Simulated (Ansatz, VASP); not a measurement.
# Two plane-wave programs on BaP

```xyz
2
Lattice="3.9089 0.0000 0.0000 0.0000 3.9089 0.0000 0.0000 0.0000 3.9089" Properties=species:S:1:pos:R:3 pbc="T T T"
Ba    0.0000    0.0000    0.0000
P     1.9545    1.9545    1.9545
```

Change from the starting cell: species swapped into the TiRu type (Pm-3m, No. 221).

Alike in both runs: task relaxation of cell and atoms; functional PBE; k mesh 14 × 14 × 14; occupations gaussian, width 0.1 eV; no spin polarisation.

```csv
,VASP,Ansatz
version,VASP 6.6.1,Ansatz 0.2.0
potentials or method,"VASP PAW PBE potentials, release 64 (Ba_sv, P), cutoff 600 eV","scalar-relativistic, plane waves, PAW"
valence electrons in the cell,15,15
```

```csv
,VASP,Ansatz,Ansatz less VASP
"gap on the k mesh at the Fermi level, each at its own relaxed structure (eV)",none,none,-
relaxed volume (Å³/atom),30.54,29.98,-0.560
relaxed cell length with the largest relative difference (Å),3.938,3.914,-0.0242
```

A gap of «none» marks a metal or a gap that the smearing closes.

Spin-orbit coupling is off throughout.
